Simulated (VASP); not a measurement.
Runs of VASP 6.6.1 on VSi2. The structure is that of space group P4/nmm (No. 129), or close to it. The cells are those of the table. 

```tsv
task	spin	cell	k mesh	cutoff (eV)	gap on the mesh (eV)	pressure (GPa)	relaxed volume (Å³/atom)	largest force (eV/Å)
single point	collinear, ferromagnetic start	a = 3.618, b = 3.618, c = 5.520 Å, 6 atoms	6 × 6 × 4	520	none	26.7	-	2.11
relaxation of cell and atoms	off	relaxed from a = 3.618, b = 3.618, c = 5.520 Å, 6 atoms	6 × 6 × 4	600	none	0.1	(a)	0.03
relaxation of cell and atoms	off	relaxed from a = 3.313, b = 3.313, c = 7.592 Å, 6 atoms	12 × 12 × 6	600	none	0.0	13.90	-
single point	off	a = 3.313, b = 3.313, c = 7.594 Å, 6 atoms	12 × 12 × 6	520	none	0.0	-	0.01
single point	off	a = 3.313, b = 3.313, c = 7.592 Å, 6 atoms	6 × 6 × 4	520	none	0.0	-	0.01
```

Alike in all rows: level PBE; potentials or basis VASP PAW PBE potentials, release 64 (V_sv, Si); smearing gaussian 0.1 eV.

Problem. Fill in the values left out.

Solution. (a) 13.88.

Caveats: forces of over 1 eV/Å act on the atoms, so gaps and moduli don't describe the material at rest (some runs); the volume moved by over 15 % at a fixed basis, so the end points are rough (some runs).

A gap of «none» marks levels without a gap at the run's occupations.
